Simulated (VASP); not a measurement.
# KCaCl3 (Pm-3m) in VASP: a series of runs

KCaCl3 is run at these levels: LDA; tasks: single point.

Program: VASP 6.6.1. These are calculated values, not measurements. Logs are shortened: lines on timing, memory, paths and dates and some standing lists are left out, and cuts for length are marked.

**1. The cell of the first run**

The structure is cubic, space group Pm-3m (No. 221). The conventional cell has a = 5.394 Å, b = 5.394 Å, c = 5.394 Å, α = 90.00°, β = 90.00°, γ = 90.00°. K (site symmetry m-3m) has 12 Cl at 3.81 Å and 8 Ca at 4.67 Å within 5.0 Å. Within 3.6 Å of Ca (site symmetry m-3m) lie 6 Cl at 2.70 Å. Cl (site symmetry 4/mmm) has 2 Ca at 2.70 Å within 3.6 Å.

**2. Single point, LDA**

File INCAR:

```
ALGO     = Normal         # electronic algorithm
EDIFF    = 1E-6           # SCF threshold, eV
ENCUT    = 520            # plane-wave cutoff, eV
ISIF     = 2              # what is computed and relaxed
ISMEAR   = 0              # smearing method
LASPH    = True           # aspherical terms in the spheres
LCHARG   = False          # write CHGCAR
LREAL    = False          # projectors in reciprocal space
LWAVE    = False          # write WAVECAR
NBANDS   = 28             # bands
NELM     = 60             # most SCF steps
PREC     = Accurate       # precision mode
SIGMA    = 0.05           # smearing width, eV
```

File KPOINTS:

```
k-points
0
Gamma
  4 4 4
```

File POSCAR:

```
KCaCl3
1.0
    5.3935230000      0.0000000000      0.0000000000
    0.0000000000      5.3935230000      0.0000000000
    0.0000000000      0.0000000000      5.3935230000
K Ca Cl
1 1 3
Direct
    0.0000000000      0.0000000000      0.0000000000
    0.5000000000      0.5000000000      0.5000000000
    0.0000000000      0.5000000000      0.5000000000
    0.5000000000      0.0000000000      0.5000000000
    0.5000000000      0.5000000000      0.0000000000
```

Potentials or basis: VASP PAW LDA potentials, release 64 (K_sv, Ca_sv, Cl).

Launch:

```
$ cat potpaw_LDA.64/K_sv/POTCAR potpaw_LDA.64/Ca_sv/POTCAR potpaw_LDA.64/Cl/POTCAR > POTCAR
$ mpirun -np 1 vasp_std > vasp.out
```

OUTCAR:

```text
EDIFF = 1E-6
   ENCUT = 520
   ISIF = 2
   ISMEAR = 0
   LASPH = True
   LREAL = False
   NELM = 60
   PREC = Accurate

 ion  position               nearest neighbor table
   1  0.000  0.000  0.000-
   2  0.500  0.500  0.500-   3 2.70   4 2.70   5 2.70   5 2.70   4 2.70   3 2.70
   3  0.000  0.500  0.500-   2 2.70   2 2.70
   4  0.500  0.000  0.500-   2 2.70   2 2.70
   5  0.500  0.500  0.000-   2 2.70   2 2.70

  LATTYP: Found a simple cubic cell.
 ALAT       =     5.3935230000

  Lattice vectors:

 A1 = (   5.3935230000,   0.0000000000,   0.0000000000)
 A2 = (   0.0000000000,   5.3935230000,   0.0000000000)
 A3 = (   0.0000000000,   0.0000000000,   5.3935230000)

Analysis of symmetry for initial positions (statically):
=====================================================================
 Subroutine PRICEL returns:
 Original cell was already a primitive cell.

 Routine SETGRP: Setting up the symmetry group for a
 simple cubic supercell.

 Subroutine GETGRP returns: Found 48 space group operations
 (whereof 48 operations were pure point group operations)
 out of a pool of 48 trial point group operations.

The static configuration has the point symmetry O_h .

Analysis of symmetry for dynamics (positions and initial velocities):
=====================================================================
 Subroutine PRICEL returns:
 Original cell was already a primitive cell.

 Routine SETGRP: Setting up the symmetry group for a
 simple cubic supercell.

 Subroutine GETGRP returns: Found 48 space group operations
 (whereof 48 operations were pure point group operations)
 out of a pool of 48 trial point group operations.

The dynamic configuration has the point symmetry O_h .

 Subroutine INISYM returns: Found 48 space group operations
 (whereof 48 operations are pure point group operations),
 and found     1 'primitive' translations

----------------------------------------------------------------------------------------

                                     Primitive cell

  volume of cell :     156.8981

  direct lattice vectors                    reciprocal lattice vectors
     5.393523000  0.000000000  0.000000000     0.185407571  0.000000000  0.000000000
     0.000000000  5.393523000  0.000000000     0.000000000  0.185407571  0.000000000
     0.000000000  0.000000000  5.393523000     0.000000000  0.000000000  0.185407571

  length of vectors
     5.393523000  5.393523000  5.393523000     0.185407571  0.185407571  0.185407571

  position of ions in fractional coordinates (direct lattice)
     0.000000000  0.000000000  0.000000000
     0.500000000  0.500000000  0.500000000
     0.000000000  0.500000000  0.500000000
     0.500000000  0.000000000  0.500000000
     0.500000000  0.500000000  0.000000000

  ion indices of the primitive-cell ions
   primitive index   ion index
                 1           1
                 2           2
                 3           3
                 4           4
                 5           5

----------------------------------------------------------------------------------------

 KPOINTS: k-points

Automatic generation of k-mesh.
 Grid dimensions read from file:
 generate k-points for:    4    4    4

 Generating k-lattice:

  Cartesian coordinates                     Fractional coordinates (reciprocal lattice)
     0.046351893  0.000000000  0.000000000     0.250000000  0.000000000  0.000000000
     0.000000000  0.046351893  0.000000000     0.000000000  0.250000000  0.000000000
     0.000000000  0.000000000  0.046351893     0.000000000  0.000000000  0.250000000

  Length of vectors
     0.046351893  0.046351893  0.046351893

  Shift w.r.t. Gamma in fractional coordinates (k-lattice)
     0.000000000  0.000000000  0.000000000

 Subroutine IBZKPT returns following result:
 ===========================================

 Found     10 irreducible k-points:

 Following reciprocal coordinates:
            Coordinates               Weight
  0.000000  0.000000  0.000000      1.000000
  0.250000  0.000000  0.000000      6.000000
  0.500000  0.000000  0.000000      3.000000
  0.250000  0.250000  0.000000     12.000000
  0.500000  0.250000  0.000000     12.000000
  0.500000  0.500000  0.000000      3.000000
  0.250000  0.250000  0.250000      8.000000
  0.500000  0.250000  0.250000     12.000000
  0.500000  0.500000  0.250000      6.000000
  0.500000  0.500000  0.500000      1.000000
   k-points           NKPTS =     10   k-points in BZ     NKDIM =     10   number of bands    NBANDS=     28
   number of dos      NEDOS =    301   number of ions     NIONS =      5
   total plane-waves  NPLWV =  64000
   dimension x,y,z NGX =    40 NGY =   40 NGZ =   40
   dimension x,y,z NGXF=    80 NGYF=   80 NGZF=   80
   ions per type =               1   1   3
   NGX,Y,Z   is equivalent  to a cutoff of  12.33, 12.33, 12.33 a.u.
   NGXF,Y,Z  is equivalent  to a cutoff of  24.66, 24.66, 24.66 a.u.
 SYSTEM =  unknown system
   PREC   = accura    normal or accurate (medium, high low for compatibility)
   ISTART =      0    job   : 0-new  1-cont  2-samecut
   ICHARG =      2    charge: 1-file 2-atom 10-const
   ISPIN  =      1    spin polarized calculation?
   LNONCOLLINEAR =      F non collinear calculations
   LSORBIT =      F    spin-orbit coupling
   LASPH  =      T    aspherical Exc in radial PAW
   ENCUT  =  520.0 eV  38.22 Ry    6.18 a.u.  10.03 10.03 10.03*2*pi/ulx,y,z
   NELM   =     60;   NELMIN=  2; NELMDL= -5     # of ELM steps
   EDIFF  = 0.1E-05   stopping-criterion for ELM
   LREAL  =      F    real-space projection
   EDIFFG = 0.1E-04   stopping-criterion for IOM
   NSW    =      0    number of steps for IOM
   IBRION =     -1    ionic relax: 0-MD 1-quasi-New 2-CG
   NFREE  =      0    steps in history (QN), initial steepest desc. (CG)
   ISIF   =      2    stress and relaxation
   ISYM   =      2    0-nonsym 1-usesym 2-fastsym
   POTIM  = 0.5000    time-step for ionic-motion
   TEBEG  =    0.0;   TEEND  =   0.0 temperature during run
   PSTRESS=    0.0 pullay stress
   NELECT =      40.0000    total number of electrons
   NUPDOWN=      -1.0000    fix difference up-down
   EMIN   =  10.00;   EMAX   =-10.00  energy-range for DOS
   EFERMI =   0.00;   METHOD = LEGACY
   ISMEAR =     0;   SIGMA  =   0.05  broadening in eV -4-tet -1-fermi 0-gaus
   EFERMI_NEDOS =   21; number of points for ismear=-14 and -15
   IALGO  =     38    algorithm
   IMIX   =      4    mixing-type and parameters
     AMIX     =   0.40;   BMIX     =  1.00
     AMIX_MAG =   1.60;   BMIX_MAG =  1.00
  volume/ion in A,a.u.               =      31.38       211.76
  Fermi-wavevector in a.u.,A,eV,Ry     =   1.038060  1.961648 14.661199  1.077568
  Thomas-Fermi vector in A             =   2.172526
   LORBIT       =      0    0 simple, 1 ext, 2 COOP (PROOUT), +10 PAW based schemes
   GGA     = CA    functional components
   LHFCALC =     F    Hartree Fock is set to
   AEXX    =    0.0000 exact exchange contribution
   IVDW    =     0    specifies the selected vdW correction
   LEPSILON=     F    determine dielectric tensor
   LRPA    =     F    only Hartree local field effects (RPA)
 non-spin polarized calculation
 Gauss-broadening in eV      SIGMA  =   0.05
  energy-cutoff  :      520.00
  volume of cell :      156.90
 maximum number of plane-waves:      4260
   NGX = 21   NGY = 21   NGZ = 21

 number of electron      39.9999994 magnetization

 Free energy of the ion-electron system (eV)
  ---------------------------------------------------
  ext. energy  EPLUGINS =         0.00000000
  ---------------------------------------------------
  free energy    TOTEN  =       -21.10429267 eV

  energy without entropy =      -21.10429267  energy(sigma->0) =      -21.10429267

 E-fermi :  -1.0020     XC(G=0):  -8.0787

 val. band max:       -1.3378694293   @ k =   0.5000   0.5000   0.5000
 cond. band min:       3.0175746734   @ k =   0.0000   0.0000   0.0000
 fundamental gap:      4.3554441027
 Fermi energy:        -1.0019764948

 k-point     1 :       0.0000    0.0000    0.0000
  band No.  band energies     occupation
      1     -38.9811      2.00000
      2     -29.3283      2.00000
      3     -20.3432      2.00000
      4     -20.3432      2.00000
      5     -20.3432      2.00000
      6     -14.1225      2.00000
[... 20 lines left out ...]
     27       5.5916      0.00000
     28       5.5916      0.00000

 k-point     2 :       0.2500    0.0000    0.0000
  band No.  band energies     occupation
      1     -38.9809      2.00000
      2     -29.3282      2.00000
      3     -20.3628      2.00000
      4     -20.3430      2.00000
      5     -20.3430      2.00000
      6     -14.0694      2.00000
[... 20 lines left out ...]
     27       5.9254      0.00000
     28       5.9264      0.00000

 k-point     3 :       0.5000    0.0000    0.0000
  band No.  band energies     occupation
      1     -38.9808      2.00000
      2     -29.3281      2.00000
      3     -20.3821      2.00000
      4     -20.3427      2.00000
      5     -20.3427      2.00000
      6     -14.0287      2.00000
[... 20 lines left out ...]
     27       6.1907      0.00000
     28       6.5043      0.00000

 k-point     4 :       0.2500    0.2500    0.0000
  band No.  band energies     occupation
      1     -38.9808      2.00000
      2     -29.3281      2.00000
      3     -20.3626      2.00000
      4     -20.3625      2.00000
      5     -20.3427      2.00000
      6     -14.0052      2.00000
[... 144 lines left out ...]
     27       6.7936      0.00000
     28       6.9521      0.00000

 k-point     9 :       0.5000    0.5000    0.2500
  band No.  band energies     occupation
      1     -38.9805      2.00000
      2     -29.3278      2.00000
      3     -20.3814      2.00000
      4     -20.3814      2.00000
      5     -20.3619      2.00000
      6     -13.7880      2.00000
[... 20 lines left out ...]
     27       6.2939      0.00000
     28       6.9224      0.00000

 k-point    10 :       0.5000    0.5000    0.5000
  band No.  band energies     occupation
      1     -38.9804      2.00000
      2     -29.3277      2.00000
      3     -20.3811      2.00000
      4     -20.3811      2.00000
      5     -20.3811      2.00000
      6     -13.6983      2.00000
[... 20 lines left out ...]
     27       6.0135      0.00000
     28       7.9961      0.00000

------------------------ aborting loop because EDIFF is reached ----------------------------------------

  FORCE on cell =-STRESS in cart. coord.  units (eV):
  Direction    XX          YY          ZZ          XY          YZ          ZX
  --------------------------------------------------------------------------------------
  -------------------------------------------------------------------------------------
  Total       -2.5402217     -2.5402217     -2.5402217     -0.0000000     -0.0000000      0.0000000
  in kB      -25.9396786    -25.9396786    -25.9396786     -0.0000000     -0.0000000      0.0000000
  external PRESSURE =     -25.9396786 kB  Pullay stress =       0.0000000 kB

 VOLUME and BASIS-vectors are now :
 -----------------------------------------------------------------------------
  energy-cutoff  :      520.00
  volume of cell :      156.90
      direct lattice vectors                 reciprocal lattice vectors
     5.393523000  0.000000000  0.000000000     0.185407571  0.000000000  0.000000000
     0.000000000  5.393523000  0.000000000     0.000000000  0.185407571  0.000000000
     0.000000000  0.000000000  5.393523000     0.000000000  0.000000000  0.185407571

 POSITION                                       TOTAL-FORCE (eV/Angst)
 -----------------------------------------------------------------------------------
      0.00000      0.00000      0.00000         0.000000      0.000000      0.000000
      2.69676      2.69676      2.69676         0.000000      0.000000      0.000000
      0.00000      2.69676      2.69676         0.000000      0.000000      0.000000
      2.69676      0.00000      2.69676         0.000000      0.000000      0.000000
      2.69676      2.69676      0.00000         0.000000      0.000000      0.000000
 -----------------------------------------------------------------------------------
    total drift:                                0.000000      0.000000     -0.000000

  FREE ENERGIE OF THE ION-ELECTRON SYSTEM (eV)
  ---------------------------------------------------
  free  energy   TOTEN  =       -21.1042926653 eV

  energy  without entropy=      -21.1042926653  energy(sigma->0) =      -21.10429267
```

Wall time 33 s (1 thread of Intel Xeon Platinum 8375C at 2.90GHz (Ice Lake), shared host); peak memory 0.22 GiB.

Results:

```
Free energy            : -21.1043 eV
Pressure               : -2.6 GPa
Band gap on the k mesh : 4.36 eV, indirect (least direct gap 4.65 eV)
```

**3. Single point, LDA**

File INCAR:

```
SYSTEM = KCaCl3
ALGO = Normal ; EDIFF = 1E-7
ENCUT = 520 ; GGA = CA
ISIF = 2 ; ISMEAR = 0
LASPH = .TRUE. ; LCHARG = .FALSE.
LREAL = .FALSE. ; LWAVE = .FALSE.
NBANDS = 28 ; NELM = 100
PREC = Accurate ; SIGMA = 0.05
```

File KPOINTS:

```
k-points
0
G
  6 6 6
  0 0 0
```

POSCAR is that of step 2.

Potentials or basis: VASP PAW LDA potentials, release 64 (K_sv, Ca_sv, Cl).

Launch:

```
$ cat potpaw_LDA.64/K_sv/POTCAR potpaw_LDA.64/Ca_sv/POTCAR potpaw_LDA.64/Cl/POTCAR > POTCAR
$ mpirun -np 1 vasp_std > vasp.out
```

It took 61 s on 1 thread of Intel Xeon Platinum 8375C at 2.90GHz (Ice Lake), shared host; peak memory 0.25 GiB.

The run converged. Its results:

```yaml
Free_energy: -21.1046 eV
Pressure: -2.6 GPa
Band_gap_on_the_k_mesh: 4.36 eV, indirect (least direct gap 4.65 eV)
```

Levels at points of the mesh, in eV from the valence-band top:
| k point | band 18 | band 19 | band 20 | band 21 | band 22 | band 23 |
| --- | --- | --- | --- | --- | --- | --- |
| (0.00, 0.00, 0.00) | -0.29 | -0.29 | -0.29 | 4.36 | 5.39 | 5.39 |
| (0.50, 0.00, 0.00) | -0.67 | -0.38 | -0.38 | 5.56 | 6.19 | 6.26 |
| (0.50, 0.50, 0.00) | -0.85 | -0.85 | -0.01 | 6.55 | 6.55 | 6.91 |
| (0.50, 0.50, 0.50) | 0.00 | 0.00 | 0.00 | 5.97 | 7.07 | 7.07 |

A k mesh can miss the band edges.
